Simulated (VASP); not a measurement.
Input of a VASP 6.6.1 run:

INCAR

```
PREC = Accurate ; ENCUT = 500
EDIFF = 1E-6 ; ISMEAR = -1
SIGMA = 0.05 ; LREAL = F
LASPH = T ; NELM = 120
ALGO = Normal ; ISIF = 2
LWAVE = F ; LCHARG = T
GGA = PS ; LELF = T
LVHAR = T ; NBANDS = 12
GGA_COMPAT = F
```

Contents of KPOINTS:

```
Automatic mesh
0
Gamma
  8 8 6
```

Contents of POSCAR:

```
SiTe
1.0
    3.1293550386      0.0000000000      0.0000000000
   -1.5646775193      2.7101009609      0.0000000000
    0.0000000000      0.0000000000      5.4884586396
Si Te
1 1
Direct
    0.0000000000      0.0000000000      0.5000000000
    0.0000000000      0.0000000000      0.0000000000
```

Potentials or basis: VASP PAW PBE potentials, release 64 (Si, Te).

Run with:

```bash
$ cat potpaw_PBE.64/Si/POTCAR potpaw_PBE.64/Te/POTCAR > POTCAR
$ mpirun -np 1 vasp_std > vasp.out
```

(1) What does it give for the band gap on the k mesh?

(2) Estimate the pressure.

## Answers

(1) zero (band 5 reaches 11.71 eV, above the bottom of band 6 at 5.77 eV).

(2) 0.1 GPa.

Caveat: the PAW data sets were made with another functional, which shifts forces and pressure a little; spin-orbit coupling is left out, which moves the levels of the heavy elements.
